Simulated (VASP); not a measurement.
## CuO (Tenorite): single point with PBEsol

The system is CuO (Tenorite).

```xyz
4
Lattice="2.3915 -1.7477 0.0000 2.3915 1.7477 0.0000 -0.8778 0.0000 5.0594" Properties=species:S:1:pos:R:3 pbc="T T T"
Cu    0.7569   -0.8626    2.5297
Cu    1.1958    0.8626    0.0000
O     1.6750    0.2898    3.8133
O     2.1138   -0.2898    1.2836
```

```
Program             : VASP 6.6.1
Task                : single point
Functional          : PBEsol
Potentials or basis : VASP PAW PBE potentials, release 64 (Cu_sv_GW, O)
Cutoff              : 700 eV
k mesh              : 8 × 8 × 5
Occupations         : fermi-dirac, width 0.05 eV
Spin                : no spin polarisation
```

* Pressure: -11.1 GPa
* Largest force: 0.745 eV/Å
* Band gap on the k mesh: zero (band 25 reaches 5.25 eV, above the bottom of band 26 at 4.77 eV)

Forces in eV/Å, atoms in the order of the input:
```
Cu  -0.535 -0.274  0.194
Cu  -0.535  0.274  0.194
O    0.535 -0.481 -0.194
O    0.535  0.481 -0.194
```

Stress tensor (GPa, compression positive):
```
-12.92   0.00  -0.31
  0.00  -8.10   0.00
 -0.31   0.00 -12.27
```

Levels at points of the mesh, in eV from the Fermi level:
```csv
k point,band 21,band 22,band 23,band 24,band 25,band 26,band 27,band 28,band 29,band 30
"(0.00, 0.00, 0.00)",-2.17,-2.09,-2.00,-1.50,0.22,0.90,1.48,5.73,7.93,12.77
"(0.50, 0.00, 0.00)",-1.96,-1.50,-1.41,-1.32,-0.04,0.30,4.89,5.94,6.61,10.66
"(0.50, 0.50, 0.00)",-2.01,-1.99,-1.64,-1.17,-0.63,1.01,3.22,6.77,8.40,9.46
```

Wall time 3 min on 1 thread of Intel(R) Xeon(R) Platinum 8375C CPU @ 2.90GHz (Ice Lake), with other jobs on the host, peak memory 0.33 GiB.

Caveat: the PAW data sets were made with another functional, which shifts forces and pressure a little; semilocal functionals often make such compounds metallic where correlation or magnetic order opens a gap, which also shifts bond lengths. With open d or f shells a metallic result of PBEsol can be an artefact of self-interaction; +U or a hybrid may open a gap.
